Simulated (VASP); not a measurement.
Write the native input for VASP 6.6.1 that does the following.

```yaml
Task: single point
Functional: PBE
Potentials_or_basis: VASP PAW PBE potentials, release 64 (B, Ru_pv)
Cutoff: 520 eV
k_mesh: 6 × 6 × 4
Occupations: gaussian, width 0.1 eV
Spin: no spin polarisation
Dipole_correction: no
Further_INCAR_settings: ALGO = Normal; EDIFF = 1e-07; NBANDS = 21
```

The structure of B4Ru lies in POSCAR:

```
B4Ru
1.0
    2.9426465596      0.0000000000      0.0000000000
    0.0000000000      2.9426465596      0.0000000000
    0.0000000000      0.0000000000      7.3556108151
B Ru
4 1
Direct
    0.5000000000      0.5000000000      0.2822810484
    0.5000000000      0.5000000000      0.7177189516
    0.0000000000      0.0000000000      0.0000000000
    0.5000000000      0.5000000000      0.5000000000
    0.5000000000      0.5000000000      0.0000000000
```

The input as run:

INCAR

```
  PREC = Accurate
  ENCUT = 520
  EDIFF = 1E-7
  ISMEAR = 0
  SIGMA = 0.1
  LREAL = False
  LASPH = True
  NELM = 60
  ALGO = Normal
  ISIF = 2
  LWAVE = False
  LCHARG = True
  GGA = PE
  LELF = True
  LVHAR = True
  NBANDS = 21
```

KPOINTS

```
regular mesh
0
Gamma
  6 6 4
```

Potentials or basis: VASP PAW PBE potentials, release 64 (B, Ru_pv).

The run is started by

```console
$ cat potpaw_PBE.64/B/POTCAR potpaw_PBE.64/Ru_pv/POTCAR > POTCAR
$ mpirun -np 1 vasp_std > vasp.out
```

Results of the run:

```
Pressure               : -0.1 GPa
Largest force          : 0.007 eV/Å
Band gap on the k mesh : zero (band 13 reaches 6.15 eV, above the bottom of band 14 at 3.78 eV)
```

Run time: 16 s on 1 thread of Intel(R) Xeon(R) 6975P-C (Granite Rapids), with other jobs on the host, peak memory 0.19 GiB.
